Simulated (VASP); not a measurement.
# Ba4N (Pm-3m) in VASP: further runs

Runs on Ba4N. Level: PBE. Tasks: single point.

All numbers are computed with VASP 6.6.1; they aren't measurements. Logs are shortened: lines on timing, memory, paths and dates and some standing lists are left out, and cuts for length are marked.

**1. The cell of the first run**

The structure is cubic, space group Pm-3m (No. 221). Conventional cell: a = 5.499 Å, b = 5.499 Å, c = 5.499 Å, α = 90.00°, β = 90.00°, γ = 90.00°. Ba (site symmetry 4/mmm) has 2 N at 2.75 Å within 3.6 Å. Within 5.1 Å of Ba (site symmetry m-3m) lie 12 Ba at 3.89 Å and 8 N at 4.76 Å. N (site symmetry m-3m) has 6 Ba at 2.75 Å within 3.6 Å.

The cell was generated, and may not be a known phase.

**2. Single point, PBE**

File INCAR:

```
SYSTEM = Ba4N
PREC     = Accurate       ! precision mode
ENCUT    = 520            ! plane-wave cutoff, eV
EDIFF    = 1E-6           ! SCF threshold, eV
ISMEAR   = 0              ! smearing method
SIGMA    = 0.1            ! smearing width, eV
LREAL    = .FALSE.        ! projectors in reciprocal space
LASPH    = .TRUE.         ! aspherical terms in the spheres
NELM     = 100            ! most SCF steps
ALGO     = Normal         ! electronic algorithm
ISIF     = 2              ! what is computed and relaxed
LWAVE    = .FALSE.        ! write WAVECAR
LCHARG   = .TRUE.         ! write CHGCAR
GGA      = PE             ! functional
LELF     = .TRUE.         ! ELF
LVHAR    = .TRUE.       
NBANDS   = 30             ! bands
```

File KPOINTS:

```
Automatic mesh
0
G
  4 4 4
  0 0 0
```

File POSCAR:

```
Ba4N
1.0
    5.4987344400      0.0000000000      0.0000000000
    0.0000000000      5.4987344400      0.0000000000
    0.0000000000      0.0000000000      5.4987344400
Ba N
4 1
Direct
    0.0000000000      0.5000000000      0.5000000000
    0.5000000000      0.0000000000      0.5000000000
    0.5000000000      0.5000000000      0.0000000000
    0.0000000000      0.0000000000      0.0000000000
    0.5000000000      0.5000000000      0.5000000000
```

Potentials or basis: VASP PAW PBE potentials, release 64 (Ba_sv, N).

Launch:

```
cat potpaw_PBE.64/Ba_sv/POTCAR potpaw_PBE.64/N/POTCAR > POTCAR
mpirun -np 1 vasp_std > vasp.out
```

OUTCAR:

```text
SYSTEM = Ba4N
   PREC = Accurate
   ENCUT = 520
   EDIFF = 1E-6
   ISMEAR = 0
   LREAL = .FALSE.
   LASPH = .TRUE.
   NELM = 100
   ISIF = 2
   GGA = PE

 ion  position               nearest neighbor table
   1  0.000  0.500  0.500-   5 2.75   5 2.75   4 3.89   2 3.89   3 3.89   4 3.89   2 3.89   4 3.89
                             4 3.89   2 3.89   3 3.89   3 3.89   3 3.89   2 3.89
   2  0.500  0.000  0.500-   5 2.75   5 2.75   4 3.89   1 3.89   3 3.89   4 3.89   1 3.89   3 3.89
                             3 3.89   3 3.89   1 3.89   4 3.89   4 3.89   1 3.89
   3  0.500  0.500  0.000-   5 2.75   5 2.75   4 3.89   1 3.89   1 3.89   2 3.89   2 3.89   2 3.89
                             4 3.89   2 3.89   1 3.89   4 3.89   1 3.89   4 3.89
   4  0.000  0.000  0.000-   1 3.89   2 3.89   3 3.89   1 3.89   2 3.89   1 3.89   3 3.89   1 3.89
                             2 3.89   3 3.89   2 3.89   3 3.89
   5  0.500  0.500  0.500-   1 2.75   2 2.75   3 2.75   3 2.75   2 2.75   1 2.75

  LATTYP: Found a simple cubic cell.
 ALAT       =     5.4987344400

  Lattice vectors:

 A1 = (   5.4987344400,   0.0000000000,   0.0000000000)
 A2 = (   0.0000000000,   5.4987344400,   0.0000000000)
 A3 = (   0.0000000000,   0.0000000000,   5.4987344400)

Analysis of symmetry for initial positions (statically):
=====================================================================
 Subroutine PRICEL returns:
 Original cell was already a primitive cell.

 Routine SETGRP: Setting up the symmetry group for a
 simple cubic supercell.

 Subroutine GETGRP returns: Found 48 space group operations
 (whereof 48 operations were pure point group operations)
 out of a pool of 48 trial point group operations.

The static configuration has the point symmetry O_h .

Analysis of symmetry for dynamics (positions and initial velocities):
=====================================================================
 Subroutine PRICEL returns:
 Original cell was already a primitive cell.

 Routine SETGRP: Setting up the symmetry group for a
 simple cubic supercell.

 Subroutine GETGRP returns: Found 48 space group operations
 (whereof 48 operations were pure point group operations)
 out of a pool of 48 trial point group operations.

The dynamic configuration has the point symmetry O_h .

 Subroutine INISYM returns: Found 48 space group operations
 (whereof 48 operations are pure point group operations),
 and found     1 'primitive' translations

----------------------------------------------------------------------------------------

                                     Primitive cell

  volume of cell :     166.2602

  direct lattice vectors                    reciprocal lattice vectors
     5.498734440  0.000000000  0.000000000     0.181860028  0.000000000  0.000000000
     0.000000000  5.498734440  0.000000000     0.000000000  0.181860028  0.000000000
     0.000000000  0.000000000  5.498734440     0.000000000  0.000000000  0.181860028

  length of vectors
     5.498734440  5.498734440  5.498734440     0.181860028  0.181860028  0.181860028

  position of ions in fractional coordinates (direct lattice)
     0.000000000  0.500000000  0.500000000
     0.500000000  0.000000000  0.500000000
     0.500000000  0.500000000  0.000000000
     0.000000000  0.000000000  0.000000000
     0.500000000  0.500000000  0.500000000

  ion indices of the primitive-cell ions
   primitive index   ion index
                 1           1
                 2           2
                 3           3
                 4           4
                 5           5

----------------------------------------------------------------------------------------

 KPOINTS: Automatic mesh

Automatic generation of k-mesh.
 Grid dimensions read from file:
 generate k-points for:    4    4    4

 Generating k-lattice:

  Cartesian coordinates                     Fractional coordinates (reciprocal lattice)
     0.045465007  0.000000000  0.000000000     0.250000000  0.000000000  0.000000000
     0.000000000  0.045465007  0.000000000     0.000000000  0.250000000  0.000000000
     0.000000000  0.000000000  0.045465007     0.000000000  0.000000000  0.250000000

  Length of vectors
     0.045465007  0.045465007  0.045465007

  Shift w.r.t. Gamma in fractional coordinates (k-lattice)
     0.000000000  0.000000000  0.000000000

 Subroutine IBZKPT returns following result:
 ===========================================

 Found     10 irreducible k-points:

 Following reciprocal coordinates:
            Coordinates               Weight
  0.000000  0.000000  0.000000      1.000000
  0.250000  0.000000  0.000000      6.000000
  0.500000  0.000000  0.000000      3.000000
  0.250000  0.250000  0.000000     12.000000
  0.500000  0.250000  0.000000     12.000000
  0.500000  0.500000  0.000000      3.000000
  0.250000  0.250000  0.250000      8.000000
  0.500000  0.250000  0.250000     12.000000
  0.500000  0.500000  0.250000      6.000000
  0.500000  0.500000  0.500000      1.000000
   k-points           NKPTS =     10   k-points in BZ     NKDIM =     10   number of bands    NBANDS=     30
   number of dos      NEDOS =    301   number of ions     NIONS =      5
   total plane-waves  NPLWV =  74088
   dimension x,y,z NGX =    42 NGY =   42 NGZ =   42
   dimension x,y,z NGXF=    84 NGYF=   84 NGZF=   84
   ions per type =               4   1
   NGX,Y,Z   is equivalent  to a cutoff of  12.70, 12.70, 12.70 a.u.
   NGXF,Y,Z  is equivalent  to a cutoff of  25.40, 25.40, 25.40 a.u.
 SYSTEM =  Ba4N
   PREC   = accura    normal or accurate (medium, high low for compatibility)
   ISTART =      0    job   : 0-new  1-cont  2-samecut
   ICHARG =      2    charge: 1-file 2-atom 10-const
   ISPIN  =      1    spin polarized calculation?
   LNONCOLLINEAR =      F non collinear calculations
   LSORBIT =      F    spin-orbit coupling
   LASPH  =      T    aspherical Exc in radial PAW
   ENCUT  =  520.0 eV  38.22 Ry    6.18 a.u.  10.22 10.22 10.22*2*pi/ulx,y,z
   NELM   =    100;   NELMIN=  2; NELMDL= -5     # of ELM steps
   EDIFF  = 0.1E-05   stopping-criterion for ELM
   LREAL  =      F    real-space projection
   EDIFFG = 0.1E-04   stopping-criterion for IOM
   NSW    =      0    number of steps for IOM
   IBRION =     -1    ionic relax: 0-MD 1-quasi-New 2-CG
   NFREE  =      0    steps in history (QN), initial steepest desc. (CG)
   ISIF   =      2    stress and relaxation
   ISYM   =      2    0-nonsym 1-usesym 2-fastsym
   POTIM  = 0.5000    time-step for ionic-motion
   TEBEG  =    0.0;   TEEND  =   0.0 temperature during run
   PSTRESS=    0.0 pullay stress
   NELECT =      45.0000    total number of electrons
   NUPDOWN=      -1.0000    fix difference up-down
   EMIN   =  10.00;   EMAX   =-10.00  energy-range for DOS
   EFERMI =   0.00;   METHOD = LEGACY
   ISMEAR =     0;   SIGMA  =   0.10  broadening in eV -4-tet -1-fermi 0-gaus
   EFERMI_NEDOS =   21; number of points for ismear=-14 and -15
   IALGO  =     38    algorithm
   IMIX   =      4    mixing-type and parameters
     AMIX     =   0.40;   BMIX     =  1.00
     AMIX_MAG =   1.60;   BMIX_MAG =  1.00
  volume/ion in A,a.u.               =      33.25       224.40
  Fermi-wavevector in a.u.,A,eV,Ry     =   1.058968  2.001160 15.257759  1.121414
  Thomas-Fermi vector in A             =   2.194297
   LORBIT       =      0    0 simple, 1 ext, 2 COOP (PROOUT), +10 PAW based schemes
   GGA     = PE    functional components
   LHFCALC =     F    Hartree Fock is set to
   AEXX    =    0.0000 exact exchange contribution
   IVDW    =     0    specifies the selected vdW correction
   LEPSILON=     F    determine dielectric tensor
   LRPA    =     F    only Hartree local field effects (RPA)
 non-spin polarized calculation
 Gauss-broadening in eV      SIGMA  =   0.10
  energy-cutoff  :      520.00
  volume of cell :      166.26
 maximum number of plane-waves:      4500
 NGX is ok and might be reduce to    42
   NGX = 21   NGY = 21   NGZ = 21

 number of electron      45.0000002 magnetization

 Free energy of the ion-electron system (eV)
  ---------------------------------------------------
  ext. energy  EPLUGINS =         0.00000000
  ---------------------------------------------------
  free energy    TOTEN  =       -15.26372562 eV

  energy without entropy =      -15.24434475  energy(sigma->0) =      -15.25403518

 E-fermi :   3.4729     XC(G=0):  -9.1135

 val. band max:        3.3859791485   @ k =   0.5000   0.2500   0.2500
 cond. band min:       3.5049779478   @ k =   0.5000   0.2500   0.0000
 fundamental gap:      0.1189987994
 Fermi energy:         3.4728850333

 k-point     1 :       0.0000    0.0000    0.0000
  band No.  band energies     occupation
      1     -25.2138      2.00000
      2     -24.3846      2.00000
      3     -24.1684      2.00000
      4     -24.1684      2.00000
      5     -10.8358      2.00000
      6     -10.8358      2.00000
[... 22 lines left out ...]
     29       5.8358      0.00000
     30       8.3618      0.00000

 k-point     2 :       0.2500    0.0000    0.0000
  band No.  band energies     occupation
      1     -25.2068      2.00000
      2     -24.3635      2.00000
      3     -24.1979      2.00000
      4     -24.1679      2.00000
      5     -10.7528      2.00000
      6     -10.7528      2.00000
[... 22 lines left out ...]
     29       6.2713      0.00000
     30       6.9833      0.00000

 k-point     3 :       0.5000    0.0000    0.0000
  band No.  band energies     occupation
      1     -25.1997      2.00000
      2     -24.3296      2.00000
      3     -24.2402      2.00000
      4     -24.1673      2.00000
      5     -10.6443      2.00000
      6     -10.6443      2.00000
[... 22 lines left out ...]
     29       5.1716      0.00000
     30       5.8526      0.00000

 k-point     4 :       0.2500    0.2500    0.0000
  band No.  band energies     occupation
      1     -25.2016      2.00000
      2     -24.3417      2.00000
      3     -24.2076      2.00000
      4     -24.1847      2.00000
      5     -10.7632      2.00000
      6     -10.6782      2.00000
[... 22 lines left out ...]
     29       6.3618      0.00000
     30       6.3826      0.00000

 k-point     5 :       0.5000    0.2500    0.0000
  band No.  band energies     occupation
      1     -25.1964      2.00000
      2     -24.3052      2.00000
      3     -24.2431      2.00000
      4     -24.1904      2.00000
      5     -10.7195      2.00000
      6     -10.6993      2.00000
[... 22 lines left out ...]
     29       5.5108      0.00000
     30       5.6540      0.00000

 k-point     6 :       0.5000    0.5000    0.0000
  band No.  band energies     occupation
      1     -25.1931      2.00000
      2     -24.2481      2.00000
      3     -24.2461      2.00000
      4     -24.2461      2.00000
      5     -10.9530      2.00000
      6     -10.7405      2.00000
[... 22 lines left out ...]
     29       5.2403      0.00000
     30       5.2403      0.00000

 k-point     7 :       0.2500    0.2500    0.2500
  band No.  band energies     occupation
      1     -25.1980      2.00000
      2     -24.3221      2.00000
      3     -24.2069      2.00000
      4     -24.2069      2.00000
      5     -10.8416      2.00000
      6     -10.8016      2.00000
[... 22 lines left out ...]
     29       5.8963      0.00000
     30       6.0188      0.00000

 k-point     8 :       0.5000    0.2500    0.2500
  band No.  band energies     occupation
      1     -25.1944      2.00000
      2     -24.2874      2.00000
      3     -24.2442      2.00000
      4     -24.2062      2.00000
      5     -11.0382      2.00000
      6     -10.8397      2.00000
[... 22 lines left out ...]
     29       5.7199      0.00000
     30       5.7224      0.00000

 k-point     9 :       0.5000    0.5000    0.2500
  band No.  band energies     occupation
      1     -25.1924      2.00000
      2     -24.2463      2.00000
      3     -24.2452      2.00000
      4     -24.2452      2.00000
      5     -11.2535      2.00000
      6     -10.8851      2.00000
[... 22 lines left out ...]
     29       5.7996      0.00000
     30       5.9305      0.00000

 k-point    10 :       0.5000    0.5000    0.5000
  band No.  band energies     occupation
      1     -25.1917      2.00000
      2     -24.2444      2.00000
      3     -24.2444      2.00000
      4     -24.2444      2.00000
      5     -11.4710      2.00000
      6     -11.0007      2.00000
[... 22 lines left out ...]
     29       5.6732      0.00000
     30       6.2822      0.00000

------------------------ aborting loop because EDIFF is reached ----------------------------------------

  FORCE on cell =-STRESS in cart. coord.  units (eV):
  Direction    XX          YY          ZZ          XY          YZ          ZX
  --------------------------------------------------------------------------------------
  -------------------------------------------------------------------------------------
  Total        7.2620287      7.2620287      7.2620287      0.0000000     -0.0000000      0.0000000
  in kB       69.9810262     69.9810262     69.9810262      0.0000000     -0.0000000      0.0000000
  external PRESSURE =      69.9810262 kB  Pullay stress =       0.0000000 kB

 VOLUME and BASIS-vectors are now :
 -----------------------------------------------------------------------------
  energy-cutoff  :      520.00
  volume of cell :      166.26
      direct lattice vectors                 reciprocal lattice vectors
     5.498734440  0.000000000  0.000000000     0.181860028  0.000000000  0.000000000
     0.000000000  5.498734440  0.000000000     0.000000000  0.181860028  0.000000000
     0.000000000  0.000000000  5.498734440     0.000000000  0.000000000  0.181860028

 POSITION                                       TOTAL-FORCE (eV/Angst)
 -----------------------------------------------------------------------------------
      0.00000      2.74937      2.74937         0.000000      0.000000      0.000000
      2.74937      0.00000      2.74937         0.000000      0.000000      0.000000
      2.74937      2.74937      0.00000         0.000000      0.000000      0.000000
      0.00000      0.00000      0.00000         0.000000      0.000000      0.000000
      2.74937      2.74937      2.74937         0.000000      0.000000      0.000000
 -----------------------------------------------------------------------------------
    total drift:                                0.000000     -0.000000      0.000000

  FREE ENERGIE OF THE ION-ELECTRON SYSTEM (eV)
  ---------------------------------------------------
  free  energy   TOTEN  =       -15.2637256172 eV

  energy  without entropy=      -15.2443447454  energy(sigma->0) =      -15.25403518
```

It took 43 s on 1 thread of AMD EPYC 9R45 (Zen 5), shared host; peak memory 0.23 GiB.

Results:

- Free energy: -15.2637 eV
- Pressure: 7.0 GPa
- Band gap on the k mesh: zero (an odd number of electrons rules out a gap without spin polarisation)

Caveat: the cell stands under pressure; spin-orbit coupling is left out, which moves the levels of the heavy elements.

**3. Single point, PBE**

This run uses another cell than the first one, of 41.10 Å³/atom.

File INCAR:

```
ALGO     = Normal         # electronic algorithm
EDIFF    = 1E-7           # SCF threshold, eV
ENCUT    = 520            # plane-wave cutoff, eV
GGA      = PE             # functional
ISIF     = 2              # what is computed and relaxed
ISMEAR   = 0              # smearing method
LASPH    = True           # aspherical terms in the spheres
LCHARG   = True           # write CHGCAR
LELF     = True           # ELF
LREAL    = False          # projectors in reciprocal space
LVHAR    = True         
LWAVE    = False          # write WAVECAR
NBANDS   = 30             # bands
NELM     = 80             # most SCF steps
PREC     = Accurate       # precision mode
SIGMA    = 0.1            # smearing width, eV
```

File KPOINTS:

```
k-points
0
Gamma
  4 4 4
```

Changes to POSCAR since step 2:

```diff
@@ -2,5 +2,5 @@
 1.0
-    5.4987344400      0.0000000000      0.0000000000
-    0.0000000000      5.4987344400      0.0000000000
-    0.0000000000      0.0000000000      5.4987344400
+    5.9010935050      0.0000000000      0.0000000000
+    0.0000000000      5.9010935050      0.0000000000
+    0.0000000000      0.0000000000      5.9010935050
 Ba N
```

Potentials or basis: VASP PAW PBE potentials, release 64 (Ba_sv, N).

Launch:

```
cat potpaw_PBE.64/Ba_sv/POTCAR potpaw_PBE.64/N/POTCAR > POTCAR
mpirun -np 1 vasp_std > vasp.out
```

Run time: 66 s. Hardware: 1 thread of AMD EPYC 9R45 (Zen 5), shared host; peak memory 0.3 GiB.

The run converged. Its results:

```yaml
Free_energy: -16.0597 eV
Pressure: 0.5 GPa
Band_gap_on_the_k_mesh: zero (an odd number of electrons rules out a gap without spin polarisation)
```

Levels at points of the mesh, in eV from the Fermi level:
```tsv
k point	band 20	band 21	band 22	band 23	band 24	band 25	band 26	band 27
(0.00, 0.00, 0.00)	-1.16	-0.30	-0.30	-0.30	-0.23	-0.23	-0.23	2.19
(0.50, 0.00, 0.00)	-0.84	-0.58	-0.58	-0.27	0.41	0.94	1.16	1.16
(0.50, 0.50, 0.00)	-0.78	-0.33	0.10	0.25	0.25	0.73	0.98	0.98
(0.50, 0.50, 0.50)	-2.09	-1.05	0.00	0.00	0.00	1.59	1.59	1.75
```

Caveat: spin-orbit coupling is left out, which moves the levels of the heavy elements.

(Continued in part 2 of 2.)

The gap in the log of VASP goes by the Fermi energy; the results here count the filled bands.